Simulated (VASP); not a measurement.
# BaS (I4/mmm) in VASP: further runs

The runs below take BaS through single point, with r2SCAN.

Everything below comes from runs of VASP 6.6.1. Logs are shortened: lines on timing, memory, paths and dates and some standing lists are left out, and cuts for length are marked.

## (1) The cell of the first run

It takes space group I4/mmm (No. 139, tetragonal). The conventional cell has a = 4.155 Å, b = 4.155 Å, c = 6.388 Å, α = 90.00°, β = 90.00°, γ = 90.00°. Within 3.9 Å of Ba (site symmetry 4/mmm) lie 6 S at 2.94 to 3.19 Å. S (site symmetry 4/mmm) has 6 Ba at 2.94 to 3.19 Å within 3.9 Å.

## (2) Single point, r2SCAN (strain -0.080 along x and y, +0.000 along z)

POSCAR

```
BaS
1.0
    0.0000000000      2.9382500000      3.1937500000
    2.9382500000      0.0000000000      3.1937500000
    2.9382500000      2.9382500000      0.0000000000
Ba S
1 1
Direct
    0.0000000000      0.0000000000      0.0000000000
    0.5000000000      0.5000000000      0.5000000000
```

INCAR.step1

```
PREC = Accurate ; ENCUT = 520
ISMEAR = 0 ; SIGMA = 0.05
LREAL = F ; LASPH = T
NELM = 100 ; NBANDS = 15
GGA = PE ; ALGO = Normal
EDIFF = 1E-4 ; LWAVE = T
LCHARG = F
```

INCAR.step2

```
PREC = Accurate ; ENCUT = 520
EDIFF = 1E-6 ; ISMEAR = 0
SIGMA = 0.05 ; LREAL = F
LASPH = T ; NELM = 100
ALGO = Normal ; ISIF = 2
LWAVE = F ; LCHARG = T
METAGGA = R2SCAN ; LMIXTAU = T
LELF = T ; LVHAR = T
NBANDS = 15 ; ISTART = 1
```

KPOINTS

```
Automatic mesh
0
Gamma
  6 6 6
```

Potentials or basis: VASP PAW PBE potentials, release 64 (Ba_sv, S).

Run with:

```sh
$ cat potpaw_PBE.64/Ba_sv/POTCAR potpaw_PBE.64/S/POTCAR > POTCAR
$ cp INCAR.step1 INCAR
$ mpirun -np 1 vasp_std > vasp.out
$ cp INCAR.step2 INCAR
$ mpirun -np 1 vasp_std > vasp.out
```

OUTCAR:

```text
PREC = Accurate
   ENCUT = 520
   EDIFF = 1E-6
   ISMEAR = 0
   LREAL = F
   LASPH = T
   NELM = 100
   ISIF = 2
   METAGGA = R2SCAN
   ISTART = 1

 ion  position               nearest neighbor table
   1  0.000  0.000  0.000-   2 2.94   2 2.94   2 2.94   2 2.94   2 3.19   2 3.19
   2  0.500  0.500  0.500-   1 2.94   1 2.94   1 2.94   1 2.94   1 3.19   1 3.19

  LATTYP: Found a body centered tetragonal cell.
 ALAT       =     4.1553129996
 C/A-ratio  =     1.5371886548

  Lattice vectors:

 A1 = (  -2.9382500000,   0.0000000000,   3.1937500000)
 A2 = (   2.9382500000,   0.0000000000,   3.1937500000)
 A3 = (   0.0000000000,   2.9382500000,  -3.1937500000)

Analysis of symmetry for initial positions (statically):
=====================================================================
 Subroutine PRICEL returns:
 Original cell was already a primitive cell.

 Routine SETGRP: Setting up the symmetry group for a
 body centered tetragonal supercell.

 Subroutine GETGRP returns: Found 16 space group operations
 (whereof 16 operations were pure point group operations)
 out of a pool of 16 trial point group operations.

The static configuration has the point symmetry D_4h.

Analysis of symmetry for dynamics (positions and initial velocities):
=====================================================================
 Subroutine PRICEL returns:
 Original cell was already a primitive cell.

 Routine SETGRP: Setting up the symmetry group for a
 body centered tetragonal supercell.

 Subroutine GETGRP returns: Found 16 space group operations
 (whereof 16 operations were pure point group operations)
 out of a pool of 16 trial point group operations.

The dynamic configuration has the point symmetry D_4h.

 Subroutine INISYM returns: Found 16 space group operations
 (whereof 16 operations are pure point group operations),
 and found     1 'primitive' translations

----------------------------------------------------------------------------------------

                                     Primitive cell

  volume of cell :      55.1453

  direct lattice vectors                    reciprocal lattice vectors
     0.000000000  2.938250000  3.193750000    -0.170169318  0.170169318  0.156555773
     2.938250000  0.000000000  3.193750000     0.170169318 -0.170169318  0.156555773
     2.938250000  2.938250000  0.000000000     0.170169318  0.170169318 -0.156555773

  length of vectors
     4.339741020  4.339741020  4.155313000     0.287097377  0.287097377  0.287097377

  position of ions in fractional coordinates (direct lattice)
     0.000000000  0.000000000  0.000000000
     0.500000000  0.500000000  0.500000000

  ion indices of the primitive-cell ions
   primitive index   ion index
                 1           1
                 2           2

----------------------------------------------------------------------------------------

 KPOINTS: Automatic mesh

Automatic generation of k-mesh.
 Grid dimensions read from file:
 generate k-points for:    6    6    6

 Generating k-lattice:

  Cartesian coordinates                     Fractional coordinates (reciprocal lattice)
    -0.028361553  0.028361553  0.026092629     0.166666667  0.000000000  0.000000000
     0.028361553 -0.028361553  0.026092629     0.000000000  0.166666667  0.000000000
     0.028361553  0.028361553 -0.026092629    -0.000000000 -0.000000000  0.166666667

  Length of vectors
     0.047849563  0.047849563  0.047849563

  Shift w.r.t. Gamma in fractional coordinates (k-lattice)
     0.000000000  0.000000000  0.000000000

 Subroutine IBZKPT returns following result:
 ===========================================

 Found     30 irreducible k-points:

 Following reciprocal coordinates:
            Coordinates               Weight
  0.000000  0.000000  0.000000      1.000000
  0.166667 -0.000000  0.000000      8.000000
  0.333333  0.000000  0.000000      8.000000
  0.500000  0.000000  0.000000      4.000000
  0.166667  0.166667  0.000000      2.000000
  0.333333  0.166667  0.000000      8.000000
[... 16 lines left out ...]
  0.333333  0.000000  0.333333      4.000000
  0.500000  0.000000  0.333333     16.000000
 [... further k-points ...]
   k-points           NKPTS =     30   k-points in BZ     NKDIM =     30   number of bands    NBANDS=     15
   number of dos      NEDOS =    301   number of ions     NIONS =      2
   total plane-waves  NPLWV =  32768
   dimension x,y,z NGX =    32 NGY =   32 NGZ =   32
   dimension x,y,z NGXF=    64 NGYF=   64 NGZF=   64
   ions per type =               1   1
   NGX,Y,Z   is equivalent  to a cutoff of  12.26, 12.26, 12.80 a.u.
   NGXF,Y,Z  is equivalent  to a cutoff of  24.52, 24.52, 25.61 a.u.
 SYSTEM =  unknown system
   PREC   = accura    normal or accurate (medium, high low for compatibility)
   ISTART =      1    job   : 0-new  1-cont  2-samecut
   ICHARG =      0    charge: 1-file 2-atom 10-const
   ISPIN  =      1    spin polarized calculation?
   LNONCOLLINEAR =      F non collinear calculations
   LSORBIT =      F    spin-orbit coupling
   LASPH  =      T    aspherical Exc in radial PAW
   ENCUT  =  520.0 eV  38.22 Ry    6.18 a.u.   8.07  8.07  7.73*2*pi/ulx,y,z
   NELM   =    100;   NELMIN=  2; NELMDL=  0     # of ELM steps
   EDIFF  = 0.1E-05   stopping-criterion for ELM
   LREAL  =      F    real-space projection
   EDIFFG = 0.1E-04   stopping-criterion for IOM
   NSW    =      0    number of steps for IOM
   IBRION =     -1    ionic relax: 0-MD 1-quasi-New 2-CG
   NFREE  =      0    steps in history (QN), initial steepest desc. (CG)
   ISIF   =      2    stress and relaxation
   ISYM   =      2    0-nonsym 1-usesym 2-fastsym
   POTIM  = 0.5000    time-step for ionic-motion
   TEBEG  =    0.0;   TEEND  =   0.0 temperature during run
   PSTRESS=    0.0 pullay stress
   NELECT =      16.0000    total number of electrons
   NUPDOWN=      -1.0000    fix difference up-down
   EMIN   =  10.00;   EMAX   =-10.00  energy-range for DOS
   EFERMI =   0.00;   METHOD = LEGACY
   ISMEAR =     0;   SIGMA  =   0.05  broadening in eV -4-tet -1-fermi 0-gaus
   EFERMI_NEDOS =   21; number of points for ismear=-14 and -15
   IALGO  =     38    algorithm
   IMIX   =      4    mixing-type and parameters
     AMIX     =   0.40;   BMIX     =  1.00
     AMIX_MAG =   1.60;   BMIX_MAG =  1.00
  volume/ion in A,a.u.               =      27.57       186.07
  Fermi-wavevector in a.u.,A,eV,Ry     =   1.083791  2.048067 15.981430  1.174602
  Thomas-Fermi vector in A             =   2.219865
   LORBIT       =      0    0 simple, 1 ext, 2 COOP (PROOUT), +10 PAW based schemes
   METAGGA = R2SCAN    functional components
   LHFCALC =     F    Hartree Fock is set to
   AEXX    =    0.0000 exact exchange contribution
   IVDW    =     0    specifies the selected vdW correction
   LEPSILON=     F    determine dielectric tensor
   LRPA    =     F    only Hartree local field effects (RPA)
 non-spin polarized calculation
 Gauss-broadening in eV      SIGMA  =   0.05
  energy-cutoff  :      520.00
  volume of cell :       55.15
 maximum number of plane-waves:      1504
   NGX = 17   NGY = 17   NGZ = 15

 number of electron      16.0000001 magnetization

 Free energy of the ion-electron system (eV)
  ---------------------------------------------------
  ext. energy  EPLUGINS =         0.00000000
  ---------------------------------------------------
  free energy    TOTEN  =       -38.63449023 eV

  energy without entropy =      -38.63449023  energy(sigma->0) =      -38.63449023

 E-fermi :   2.7804     XC(G=0):  -9.8309

 val. band max:        2.4656841816   @ k =   0.5000   0.0000   0.5000
 cond. band min:       4.2792146559   @ k =   0.5000   0.0000   0.5000
 fundamental gap:      1.8135304743
 Fermi energy:         2.7804147426

 k-point     1 :       0.0000    0.0000    0.0000
  band No.  band energies     occupation
      1     -24.1390      2.00000
      2      -8.8850      2.00000
      3      -8.7610      2.00000
      4      -8.7610      2.00000
      5      -8.7072      2.00000
      6       1.9249      2.00000
      7       2.3778      2.00000
      8       2.3778      2.00000
      9       5.9996      0.00000
     10       6.5538      0.00000
     11       6.7058      0.00000
     12       6.7058      0.00000
     13       7.9354      0.00000
     14       8.2795      0.00000
     15      11.7236      0.00000

 k-point     2 :       0.1667   -0.0000    0.0000
  band No.  band energies     occupation
      1     -24.1114      2.00000
      2      -9.9014      2.00000
      3      -8.7536      2.00000
      4      -8.7497      2.00000
      5      -7.7044      2.00000
      6       1.3956      2.00000
      7       1.7220      2.00000
      8       1.8226      2.00000
      9       6.4537      0.00000
     10       6.9160      0.00000
     11       7.1657      0.00000
     12       7.5156      0.00000
     13       9.0805      0.00000
     14       9.3225      0.00000
     15      13.0592      0.00000

 k-point     3 :       0.3333    0.0000    0.0000
  band No.  band energies     occupation
      1     -24.0553      2.00000
      2     -10.6867      2.00000
      3      -8.8156      2.00000
      4      -8.7378      2.00000
      5      -6.8394      2.00000
      6       0.3583      2.00000
      7       0.9827      2.00000
      8       1.0080      2.00000
      9       7.3236      0.00000
     10       8.3246      0.00000
     11       8.4279      0.00000
     12       9.3075      0.00000
     13      11.0767      0.00000
     14      11.5821      0.00000
     15      14.1780      0.00000

 k-point     4 :       0.5000    0.0000    0.0000
  band No.  band energies     occupation
      1     -24.0268      2.00000
      2     -10.9750      2.00000
      3      -8.8480      2.00000
      4      -8.7294      2.00000
      5      -6.4989      2.00000
      6      -0.1149      2.00000
      7       0.6800      2.00000
      8       0.7136      2.00000
      9       8.8103      0.00000
     10       8.8297      0.00000
     11       9.6159      0.00000
     12       9.9038      0.00000
     13      12.1223      0.00000
     14      12.3507      0.00000
     15      12.3878      0.00000
[... 307 lines left out ...]
 k-point    22 :      -0.3333    0.5000    0.1667
  band No.  band energies     occupation
      1     -24.0129      2.00000
      2     -10.0216      2.00000
      3      -9.4292      2.00000
      4      -9.2004      2.00000
      5      -7.5516      2.00000
      6       1.0451      2.00000
      7       1.4900      2.00000
      8       2.1027      2.00000
      9       5.8222      0.00000
     10       8.9281      0.00000
     11       9.7683      0.00000
     12      10.4796      0.00000
     13      10.9966      0.00000
     14      12.9116      0.00000
     15      13.5718      0.00000

 k-point    23 :       0.3333    0.0000    0.3333
  band No.  band energies     occupation
      1     -24.0204      2.00000
      2     -10.2249      2.00000
      3      -9.1371      2.00000
      4      -8.9294      2.00000
      5      -7.7727      2.00000
      6       1.0374      2.00000
      7       1.7571      2.00000
      8       2.3234      2.00000
      9       4.6948      0.00000
     10       8.0833      0.00000
     11       9.4409      0.00000
     12      10.2283      0.00000
     13      10.3709      0.00000
     14      13.4477      0.00000
     15      13.7216      0.00000

 k-point    24 :       0.5000    0.0000    0.3333
  band No.  band energies     occupation
      1     -23.9937      2.00000
      2     -10.1581      2.00000
      3      -9.3026      2.00000
      4      -9.0091      2.00000
      5      -7.9694      2.00000
      6       1.4170      2.00000
      7       1.7752      2.00000
      8       1.9488      2.00000
      9       5.0787      0.00000
     10       9.1829      0.00000
     11       9.8292      0.00000
     12      10.7192      0.00000
     13      11.0574      0.00000
     14      12.3069      0.00000
     15      13.1081      0.00000

 [... further k-points ...]

------------------------ aborting loop because EDIFF is reached ----------------------------------------

  FORCE on cell =-STRESS in cart. coord.  units (eV):
  Direction    XX          YY          ZZ          XY          YZ          ZX
  --------------------------------------------------------------------------------------
  -------------------------------------------------------------------------------------
  Total        6.8415550      6.8415550      1.6097335      0.0000000     -0.0000000      0.0000000
  in kB      198.7728223    198.7728223     46.7687944      0.0000000     -0.0000000      0.0000000
  external PRESSURE =     148.1048130 kB  Pullay stress =       0.0000000 kB

 VOLUME and BASIS-vectors are now :
 -----------------------------------------------------------------------------
  energy-cutoff  :      520.00
  volume of cell :       55.15
      direct lattice vectors                 reciprocal lattice vectors
     0.000000000  2.938250000  3.193750000    -0.170169318  0.170169318  0.156555773
     2.938250000  0.000000000  3.193750000     0.170169318 -0.170169318  0.156555773
     2.938250000  2.938250000  0.000000000     0.170169318  0.170169318 -0.156555773

 POSITION                                       TOTAL-FORCE (eV/Angst)
 -----------------------------------------------------------------------------------
      0.00000      0.00000      0.00000        -0.000000      0.000000      0.000000
      2.93825      2.93825      3.19375         0.000000     -0.000000     -0.000000
 -----------------------------------------------------------------------------------
    total drift:                                0.000000     -0.000000     -0.000000

  FREE ENERGIE OF THE ION-ELECTRON SYSTEM (eV)
  ---------------------------------------------------
  free  energy   TOTEN  =       -38.6344902300 eV

  energy  without entropy=      -38.6344902300  energy(sigma->0) =      -38.63449023
```

Run time: 30 s. Hardware: 1 thread of Intel Xeon 6975P-C (Granite Rapids), shared host; peak memory 0.19 GiB.

What came out:

- Free energy: -38.6345 eV
- Pressure: 14.8 GPa
- Band gap on the k mesh: 1.81 eV

Stress tensor (GPa, compression positive):
```
19.88  0.00  0.00
 0.00 19.88  0.00
 0.00  0.00  4.68
```

Levels at points of the mesh, in eV from the valence-band top:
```tsv
k point	band 5	band 6	band 7	band 8	band 9	band 10	band 11	band 12
(0.00, 0.00, 0.00)	-11.17	-0.54	-0.09	-0.09	3.53	4.09	4.24	4.24
(0.50, 0.00, 0.00)	-8.96	-2.58	-1.79	-1.75	6.34	6.36	7.15	7.44
(0.50, 0.50, 0.00)	-11.32	-0.88	-0.09	-0.09	1.86	6.48	7.64	8.69
(0.50, 0.00, 0.50)	-11.37	-0.59	-0.21	0.00	1.81	6.43	7.96	7.97
```

Caveat: the cell differs from its parent crystal (strain -0.080 along x and y, +0.000 along z); the cell stands under pressure; the PAW data sets were made with another functional, which shifts forces and pressure a little; spin-orbit coupling is left out, which moves the levels of the heavy elements. A k mesh can miss the band edges.

(Part 1 of 2 ends here.)
